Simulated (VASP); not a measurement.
Input of a VASP 6.6.1 run:

Contents of INCAR:

```
PREC = Accurate
ENCUT = 520
EDIFF = 1E-6
ISMEAR = 0
SIGMA = 0.02
LREAL = F
LASPH = T
NELM = 100
ALGO = Normal
ISIF = 2
LWAVE = F
LCHARG = F
GGA = PE
NBANDS = 14
```

File KPOINTS:

```
Automatic mesh
0
Gamma
  6 6 6
```

File POSCAR:

```
NaCl
1.0
    3.5050044763      0.0000000000      0.0000000000
    0.0000000000      3.5050044763      0.0000000000
    0.0000000000      0.0000000000      3.5050044763
Na Cl
1 1
Direct
    0.0000000000      0.0000000000      0.0000000000
    0.5000000000      0.5000000000      0.5000000000
```

Potentials or basis: VASP PAW PBE potentials, release 64 (Na_pv, Cl).

Command:

```bash
$ cat potpaw_PBE.64/Na_pv/POTCAR potpaw_PBE.64/Cl/POTCAR > POTCAR
$ mpirun -np 1 vasp_std > vasp.out
```

Q: Estimate the band gap on the k mesh.

A: 3.97 eV, indirect (least direct gap 4.46 eV).

Q: Predict the pressure.

A: 0.0 GPa.

A k mesh can miss the band edges. A hybrid or GW would open this gap; PBE tends to underestimate it.
